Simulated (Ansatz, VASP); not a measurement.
**SnO2: VASP beside Ansatz**

```
CELL_PARAMETERS angstrom
0.00000 2.57165 2.57165
2.57165 0.00000 2.57165
2.57165 2.57165 0.00000
ATOMIC_POSITIONS crystal
Sn 0.00000 0.00000 0.00000
O 0.24158 0.24158 0.24158
O 0.74158 0.74158 0.74158
```

Change from the starting cell: all O atoms moved +0.075 Å, as atom 2 towards its neighbour atom 1 (Sn) at 2.227 Å.

Alike in both runs: task single point; functional PBE; k mesh 16 × 16 × 16; occupations gaussian, width 0.15 eV; no spin polarisation.

|  | VASP | Ansatz |
| --- | --- | --- |
| version | VASP 6.6.1 | Ansatz 0.2.0 |
| potentials or method | VASP PAW PBE potentials, release 64 (Sn_d, O), cutoff 520 eV | scalar-relativistic, plane waves, PAW |
| valence electrons in the cell | 26 | 26 |

VASP gave:

* gap on the k mesh at the Fermi level (eV): none
* pressure (GPa): 1.0
* traceless stress, the component that is largest in VASP (GPa): 0.37
* rms of the force components (eV/Å): 0.257

Question: Estimate Ansatz's values.

Answer: gap on the k mesh at the Fermi level (eV): none; pressure (GPa): 0.5; traceless stress, the component that is largest in VASP (GPa): 0.36; rms of the force components (eV/Å): 0.244.

Atom by atom the forces differ by 0.013 eV/Å (rms over components). A gap of «none» marks a metal or a gap that the smearing closes. With one functional, cell and mesh, what is left measures potentials, basis and numerics.
